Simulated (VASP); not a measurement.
A run of VASP 6.6.1 is set up as follows.

File INCAR:

```
SYSTEM = ZnS
PREC = Accurate ; ENCUT = 520
EDIFF = 1E-7 ; ISMEAR = -1
SIGMA = 0.05 ; LREAL = .False.
LASPH = .True. ; NELM = 100
ALGO = Normal ; ISIF = 2
LWAVE = .False. ; LCHARG = .False.
GGA = RP ; NBANDS = 16
```

The input KPOINTS:

```
regular mesh
0
Gamma
  6 6 6
  0 0 0
```

The input POSCAR:

```
ZnS
1.0
    0.0264090000      2.7362640000      2.7296300000
    2.6798020000      0.0453110000      2.7107280000
    2.7053080000      2.7428680000      0.0198050000
Zn S
1 1
Direct
    0.7599625954      0.7451203785      0.7496403616
   -0.0203167584      0.0099510950      0.0007332182
```

Potentials or basis: VASP PAW PBE potentials, release 64 (Zn, S).

Launch:

```bash
$ cat potpaw_PBE.64/Zn/POTCAR potpaw_PBE.64/S/POTCAR > POTCAR
$ mpirun -np 1 vasp_std > vasp.out
```

**Question.** Estimate the largest force.

**Answer.** 0.541 eV/Å.

**Question.** Predict the band gap on the k mesh.

**Answer.** 2.19 eV, direct.

Stress tensor (GPa, compression positive):
```
 5.00 -0.71  1.89
-0.71  4.37 -1.96
 1.89 -1.96  4.69
```

Caveat: the cell differs from its parent crystal (the cell strained at random); the PAW data sets were made with another functional, which shifts forces and pressure a little.
